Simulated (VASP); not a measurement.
Set up this calculation in VASP 6.6.1, as the native input.

```
Task                   : single point
Functional             : PBEsol
Potentials or basis    : VASP PAW PBE potentials, release 64 (Al, Ru_pv)
Cutoff                 : 520 eV
k mesh                 : 18 × 18 × 18
Occupations            : gaussian, width 0.1 eV
Spin                   : no spin polarisation
Dipole correction      : no
Further INCAR settings : ALGO = Fast; EDIFF = 1e-06; NBANDS = 16
```

The structure of AlRu lies in POSCAR:

```
AlRu
1.0
    2.8423803041      0.0000000000      0.0000000000
    0.0000000000      3.0097979921      0.0000000000
    0.0000000000      0.0000000000      3.0097979921
Al Ru
1 1
Direct
    0.0000000000      0.0000000000      0.0000000000
    0.5000000000      0.5000000000      0.5000000000
```

This cell differs from its parent crystal: uniaxial strain along a: -4.5 %.

These files were run (other wordings do the same):

INCAR

```
ALGO = Fast
EDIFF = 1E-6
ENCUT = 520
GGA = PS
ISIF = 2
ISMEAR = 0
LASPH = True
LCHARG = False
LREAL = False
LWAVE = False
NBANDS = 16
NELM = 100
PREC = Accurate
SIGMA = 0.1
```

KPOINTS

```
k-points
0
Gamma
  18 18 18
```

Potentials or basis: VASP PAW PBE potentials, release 64 (Al, Ru_pv).

Run with:

```bash
$ cat potpaw_PBE.64/Al/POTCAR potpaw_PBE.64/Ru_pv/POTCAR > POTCAR
$ mpirun -np 1 vasp_std > vasp.out
```

It gave:

| Item | Value |
| --- | --- |
| Pressure | 6.0 GPa |

Caveat: the cell differs from its parent crystal (uniaxial strain along a: -4.5 %); the PAW data sets were made with another functional, which shifts forces and pressure a little.

Run time: 88 s on 1 thread of Intel(R) Xeon(R) 6975P-C (Granite Rapids) (shared host), peak memory 0.32 GiB.
